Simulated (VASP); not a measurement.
# AlP (r.b) (F-43m) in VASP: single point with r2SCAN+rVV10

Aim: the single point of AlP (r.b) with r2SCAN+rVV10.

Everything below comes from runs of VASP 6.6.1. Logs are shortened: lines on timing, memory, paths and dates and some standing lists are left out, and cuts for length are marked.

## (1) The cell of the first run

Symmetry: F-43m, No. 216, cubic system. The conventional cell has a = 5.469 Å, b = 5.469 Å, c = 5.469 Å, α = 90.00°, β = 90.00°, γ = 90.00°. Within 3.1 Å of Al (site symmetry -43m) lie 4 P at 2.37 Å. Within 3.1 Å of P (site symmetry -43m) lie 4 Al at 2.37 Å.

## (2) Single point, r2SCAN+rVV10

The input, POSCAR:

```
AlP
1.0
    0.0000000000      2.7346660920      2.7346660920
    2.7346660920      0.0000000000      2.7346660920
    2.7346660920      2.7346660920      0.0000000000
Al P
1 1
Direct
    0.0000000000      0.0000000000      0.0000000000
    0.2500000000      0.2500000000      0.2500000000
```

The input, INCAR.step1:

```
SYSTEM = AlP
PREC = Accurate
ENCUT = 550
ISMEAR = 0
SIGMA = 0.02
LREAL = .FALSE.
LASPH = .TRUE.
NELM = 120
NBANDS = 11
GGA = PE
ALGO = Normal
EDIFF = 1E-5
LWAVE = .TRUE.
LCHARG = .FALSE.
GGA_COMPAT = .FALSE.
```

The input, INCAR.step2:

```
SYSTEM = AlP
PREC = Accurate
ENCUT = 550
EDIFF = 1E-6
ISMEAR = 0
SIGMA = 0.02
LREAL = .FALSE.
LASPH = .TRUE.
NELM = 120
ALGO = Normal
ISIF = 2
LWAVE = .FALSE.
LCHARG = .FALSE.
METAGGA = R2SCAN
LMIXTAU = .TRUE.
LUSE_VDW = .TRUE.
IVDW_NL = 2
BPARAM = 11.95
CPARAM = 0.0093
NBANDS = 11
ISTART = 1
GGA_COMPAT = .FALSE.
```

The input, KPOINTS:

```
regular mesh
0
G
  8 8 8
  0 0 0
```

Potentials or basis: VASP PAW PBE potentials, release 64 (Al, P).

On the command line:

```sh
$ cat potpaw_PBE.64/Al/POTCAR potpaw_PBE.64/P/POTCAR > POTCAR
$ cp INCAR.step1 INCAR
$ mpirun -np 1 vasp_std > vasp.out
$ cp INCAR.step2 INCAR
$ mpirun -np 1 vasp_std > vasp.out
```

OUTCAR:

```text
SYSTEM = AlP
   PREC = Accurate
   ENCUT = 550
   EDIFF = 1E-6
   ISMEAR = 0
   LREAL = .FALSE.
   LASPH = .TRUE.
   NELM = 120
   ISIF = 2
   METAGGA = R2SCAN
   IVDW_NL = 2
   BPARAM = 11.95
   ISTART = 1

 ion  position               nearest neighbor table
   1  0.000  0.000  0.000-   2 2.37   2 2.37   2 2.37   2 2.37
   2  0.250  0.250  0.250-   1 2.37   1 2.37   1 2.37   1 2.37

  LATTYP: Found a face centered cubic cell.
 ALAT       =     5.4693321840

  Lattice vectors:

 A1 = (   0.0000000000,   2.7346660920,   2.7346660920)
 A2 = (   2.7346660920,   0.0000000000,   2.7346660920)
 A3 = (   2.7346660920,   2.7346660920,   0.0000000000)

Analysis of symmetry for initial positions (statically):
=====================================================================
 Subroutine PRICEL returns:
 Original cell was already a primitive cell.

 Routine SETGRP: Setting up the symmetry group for a
 face centered cubic supercell.

 Subroutine GETGRP returns: Found 24 space group operations
 (whereof 24 operations were pure point group operations)
 out of a pool of 48 trial point group operations.

The static configuration has the point symmetry T_d .

Analysis of symmetry for dynamics (positions and initial velocities):
=====================================================================
 Subroutine PRICEL returns:
 Original cell was already a primitive cell.

 Routine SETGRP: Setting up the symmetry group for a
 face centered cubic supercell.

 Subroutine GETGRP returns: Found 24 space group operations
 (whereof 24 operations were pure point group operations)
 out of a pool of 48 trial point group operations.

The dynamic configuration has the point symmetry T_d .

 Subroutine INISYM returns: Found 24 space group operations
 (whereof 24 operations are pure point group operations),
 and found     1 'primitive' translations

----------------------------------------------------------------------------------------

                                     Primitive cell

  volume of cell :      40.9018

  direct lattice vectors                    reciprocal lattice vectors
     0.000000000  2.734666092  2.734666092    -0.182837679  0.182837679  0.182837679
     2.734666092  0.000000000  2.734666092     0.182837679 -0.182837679  0.182837679
     2.734666092  2.734666092  0.000000000     0.182837679  0.182837679 -0.182837679

  length of vectors
     3.867401876  3.867401876  3.867401876     0.316684149  0.316684149  0.316684149

  position of ions in fractional coordinates (direct lattice)
     0.000000000  0.000000000  0.000000000
     0.250000000  0.250000000  0.250000000

  ion indices of the primitive-cell ions
   primitive index   ion index
                 1           1
                 2           2

----------------------------------------------------------------------------------------

 KPOINTS: regular mesh

Automatic generation of k-mesh.
 Grid dimensions read from file:
 generate k-points for:    8    8    8

 Generating k-lattice:

  Cartesian coordinates                     Fractional coordinates (reciprocal lattice)
    -0.022854710  0.022854710  0.022854710     0.125000000  0.000000000  0.000000000
     0.022854710 -0.022854710  0.022854710     0.000000000  0.125000000  0.000000000
     0.022854710  0.022854710 -0.022854710     0.000000000  0.000000000  0.125000000

  Length of vectors
     0.039585519  0.039585519  0.039585519

  Shift w.r.t. Gamma in fractional coordinates (k-lattice)
     0.000000000  0.000000000  0.000000000

 Subroutine IBZKPT returns following result:
 ===========================================

 Found     29 irreducible k-points:

 Following reciprocal coordinates:
            Coordinates               Weight
  0.000000  0.000000  0.000000      1.000000
  0.125000  0.000000  0.000000      8.000000
  0.250000  0.000000  0.000000      8.000000
  0.375000  0.000000  0.000000      8.000000
  0.500000  0.000000  0.000000      4.000000
  0.125000  0.125000  0.000000      6.000000
[... 16 lines left out ...]
  0.500000  0.250000  0.125000     48.000000
 -0.375000  0.250000  0.125000     24.000000
 [... further k-points ...]
   k-points           NKPTS =     29   k-points in BZ     NKDIM =     29   number of bands    NBANDS=     11
   number of dos      NEDOS =    301   number of ions     NIONS =      2
   total plane-waves  NPLWV =  27000
   dimension x,y,z NGX =    30 NGY =   30 NGZ =   30
   dimension x,y,z NGXF=    60 NGYF=   60 NGZF=   60
   ions per type =               1   1
   NGX,Y,Z   is equivalent  to a cutoff of  12.90, 12.90, 12.90 a.u.
   NGXF,Y,Z  is equivalent  to a cutoff of  25.79, 25.79, 25.79 a.u.
 SYSTEM =  AlP
   PREC   = accura    normal or accurate (medium, high low for compatibility)
   ISTART =      1    job   : 0-new  1-cont  2-samecut
   ICHARG =      0    charge: 1-file 2-atom 10-const
   ISPIN  =      1    spin polarized calculation?
   LNONCOLLINEAR =      F non collinear calculations
   LSORBIT =      F    spin-orbit coupling
   LASPH  =      T    aspherical Exc in radial PAW
   ENCUT  =  550.0 eV  40.42 Ry    6.36 a.u.   7.40  7.40  7.40*2*pi/ulx,y,z
   NELM   =    120;   NELMIN=  2; NELMDL=  0     # of ELM steps
   EDIFF  = 0.1E-05   stopping-criterion for ELM
   LREAL  =      F    real-space projection
   EDIFFG = 0.1E-04   stopping-criterion for IOM
   NSW    =      0    number of steps for IOM
   IBRION =     -1    ionic relax: 0-MD 1-quasi-New 2-CG
   NFREE  =      0    steps in history (QN), initial steepest desc. (CG)
   ISIF   =      2    stress and relaxation
   ISYM   =      2    0-nonsym 1-usesym 2-fastsym
   POTIM  = 0.5000    time-step for ionic-motion
   TEBEG  =    0.0;   TEEND  =   0.0 temperature during run
   PSTRESS=    0.0 pullay stress
   NELECT =       8.0000    total number of electrons
   NUPDOWN=      -1.0000    fix difference up-down
   EMIN   =  10.00;   EMAX   =-10.00  energy-range for DOS
   EFERMI =   0.00;   METHOD = LEGACY
   ISMEAR =     0;   SIGMA  =   0.02  broadening in eV -4-tet -1-fermi 0-gaus
   EFERMI_NEDOS =   21; number of points for ismear=-14 and -15
   IALGO  =     38    algorithm
   IMIX   =      4    mixing-type and parameters
     AMIX     =   0.40;   BMIX     =  1.00
     AMIX_MAG =   1.60;   BMIX_MAG =  1.00
  volume/ion in A,a.u.               =      20.45       138.01
  Fermi-wavevector in a.u.,A,eV,Ry     =   0.950292  1.795792 12.286814  0.903055
  Thomas-Fermi vector in A             =   2.078655
   LORBIT       =      0    0 simple, 1 ext, 2 COOP (PROOUT), +10 PAW based schemes
   METAGGA = R2SCAN    functional components
   LHFCALC =     F    Hartree Fock is set to
   AEXX    =    0.0000 exact exchange contribution
   IVDW_NL    =     2    kernel type
   BPARAM     =11.9500
   IVDW    =     0    specifies the selected vdW correction
   LEPSILON=     F    determine dielectric tensor
   LRPA    =     F    only Hartree local field effects (RPA)
 non-spin polarized calculation
 Gauss-broadening in eV      SIGMA  =   0.02
  energy-cutoff  :      550.00
  volume of cell :       40.90
 maximum number of plane-waves:      1243
 NGX is ok and might be reduce to    30
   NGX = 15   NGY = 15   NGZ = 15

 number of electron       7.9999999 magnetization

 Free energy of the ion-electron system (eV)
  ---------------------------------------------------
  ext. energy  EPLUGINS =         0.00000000
  ---------------------------------------------------
  free energy    TOTEN  =       -17.02673187 eV

  energy without entropy =      -17.02673187  energy(sigma->0) =      -17.02673187

 E-fermi :   4.4739     XC(G=0):  -9.6522

 val. band max:        4.3585915209   @ k =   0.0000   0.0000   0.0000
 cond. band min:       6.2289020878   @ k =   0.5000   0.5000   0.0000
 fundamental gap:      1.8703105669
 Fermi energy:         4.4738892850

 k-point     1 :       0.0000    0.0000    0.0000
  band No.  band energies     occupation
      1      -7.6105      2.00000
      2       4.3586      2.00000
      3       4.3586      2.00000
      4       4.3586      2.00000
      5       8.2800      0.00000
      6       9.3134      0.00000
      7       9.3134      0.00000
      8       9.3134      0.00000
      9      13.6542      0.00000
     10      13.6542      0.00000
     11      15.4469      0.00000

 k-point     2 :       0.1250    0.0000    0.0000
  band No.  band energies     occupation
      1      -7.4311      2.00000
      2       3.1410      2.00000
      3       4.2068      2.00000
      4       4.2068      2.00000
      5       8.5980      0.00000
      6       9.6095      0.00000
      7       9.6095      0.00000
      8       9.9423      0.00000
      9      13.1672      0.00000
     10      13.1672      0.00000
     11      16.0648      0.00000

 k-point     3 :       0.2500    0.0000    0.0000
  band No.  band energies     occupation
      1      -6.9270      2.00000
      2       1.1321      2.00000
      3       3.9029      2.00000
      4       3.9029      2.00000
      5       8.1640      0.00000
      6       9.9211      0.00000
      7       9.9211      0.00000
      8      11.8974      0.00000
      9      13.1712      0.00000
     10      13.1712      0.00000
     11      15.4333      0.00000
[... 267 lines left out ...]
 k-point    23 :       0.5000    0.2500    0.1250
  band No.  band energies     occupation
      1      -5.8831      2.00000
      2      -0.3495      2.00000
      3       1.8444      2.00000
      4       3.0281      2.00000
      5       8.6969      0.00000
      6       9.5950      0.00000
      7      10.8830      0.00000
      8      11.9838      0.00000
      9      14.4705      0.00000
     10      16.4651      0.00000
     11      17.9192      0.00000

 k-point    24 :      -0.3750    0.2500    0.1250
  band No.  band energies     occupation
      1      -5.5470      2.00000
      2      -0.9297      2.00000
      3       1.7096      2.00000
      4       2.8335      2.00000
      5       8.6908      0.00000
      6       9.3206      0.00000
      7      11.7591      0.00000
      8      12.5994      0.00000
      9      14.0044      0.00000
     10      16.5324      0.00000
     11      17.8764      0.00000

 [... further k-points ...]

------------------------ aborting loop because EDIFF is reached ----------------------------------------

  FORCE on cell =-STRESS in cart. coord.  units (eV):
  Direction    XX          YY          ZZ          XY          YZ          ZX
  --------------------------------------------------------------------------------------
  -------------------------------------------------------------------------------------
  Total       -0.0735907     -0.0735907     -0.0735907     -0.0000000     -0.0000000      0.0000000
  in kB       -2.8826415     -2.8826415     -2.8826415     -0.0000000     -0.0000000      0.0000000
  external PRESSURE =      -2.8826415 kB  Pullay stress =       0.0000000 kB

 VOLUME and BASIS-vectors are now :
 -----------------------------------------------------------------------------
  energy-cutoff  :      550.00
  volume of cell :       40.90
      direct lattice vectors                 reciprocal lattice vectors
     0.000000000  2.734666092  2.734666092    -0.182837679  0.182837679  0.182837679
     2.734666092  0.000000000  2.734666092     0.182837679 -0.182837679  0.182837679
     2.734666092  2.734666092  0.000000000     0.182837679  0.182837679 -0.182837679

 POSITION                                       TOTAL-FORCE (eV/Angst)
 -----------------------------------------------------------------------------------
      0.00000      0.00000      0.00000        -0.000000     -0.000000     -0.000000
      1.36733      1.36733      1.36733         0.000000      0.000000      0.000000
 -----------------------------------------------------------------------------------
    total drift:                               -0.000000     -0.000000     -0.000000

  FREE ENERGIE OF THE ION-ELECTRON SYSTEM (eV)
  ---------------------------------------------------
  free  energy   TOTEN  =       -17.0267318665 eV

  energy  without entropy=      -17.0267318665  energy(sigma->0) =      -17.02673187
```

Wall time 61 s (1 thread of Intel Xeon 6975P-C (Granite Rapids), shared host); peak memory 0.28 GiB.

What came out:

* Free energy: -17.0267 eV
* Pressure: -0.3 GPa
* Band gap on the k mesh: 1.87 eV, indirect (least direct gap 3.92 eV)

Levels at points of the mesh, in eV from the valence-band top:
```csv
k point,band 1,band 2,band 3,band 4,band 5,band 6,band 7,band 8,band 9
"(0.00, 0.00, 0.00)",-11.97,0.00,0.00,0.00,3.92,4.95,4.95,4.95,9.30
"(0.50, 0.00, 0.00)",-10.23,-5.67,-0.79,-0.79,3.28,5.20,5.20,8.87,12.14
"(0.50, 0.50, 0.00)",-9.54,-5.43,-2.18,-2.18,1.87,2.81,11.93,11.93,12.73
```

Caveat: the PAW data sets were made with another functional, which shifts forces and pressure a little.
